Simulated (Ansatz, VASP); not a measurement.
Zr2VSe3: VASP beside Ansatz

```
Zr V Se
1.0
    -2.56452    2.56452    5.24204
     2.56452   -2.56452    5.24204
     2.56452    2.56452   -5.24204
Zr V Se
2 1 3
Direct
  0.76178 0.76178 0.00000
  0.23822 0.23822 0.00000
  0.00000 0.00000 0.00000
  0.50000 0.00000 0.50000
  0.00000 0.50000 0.50000
  0.50000 0.50000 0.00000
```

Alike in both runs: functional PBE; k mesh 4 × 4 × 4; occupations gaussian, width 0.1 eV; collinear spin.

Ansatz relaxed the structure, and its values are those at the end. VASP's run is a single point on that final structure, the one shown.

|  | VASP | Ansatz |
| --- | --- | --- |
| version | VASP 6.6.1 | Ansatz 0.2.0 |
| potentials or method | VASP PAW PBE potentials, release 64 (Zr_sv, V_sv, Se), cutoff 520 eV | scalar-relativistic, plane waves, PAW |
| valence electrons in the cell | 55 | 85 |

VASP gave:

```
gap on the k mesh at the Fermi level (eV)                     : none
pressure (GPa)                                                : 0.1
rms of the force components (eV/Å)                            : 0.005
net moment per atom (μB)                                      : 0.12
size of the moment on the site where the two differ most (μB) : 0.86
```

What did Ansatz give for the same quantities?

gap on the k mesh at the Fermi level (eV): none; pressure (GPa): 0.0; rms of the force components (eV/Å): 0.001; net moment per atom (μB): 0.12; size of the moment on the site where the two differ most (μB): 0.80.

Site moments also hang on the region over which each program counts them. A gap of «none» marks a metal or a gap that the smearing closes. With one functional, cell and mesh, what is left measures potentials, basis and numerics. VASP's potentials hold 55 valence electrons a cell and Ansatz's 85, so a difference there can come from the potentials and not from the codes.

The k mesh is coarse, so the values compare programs but aren't converged.
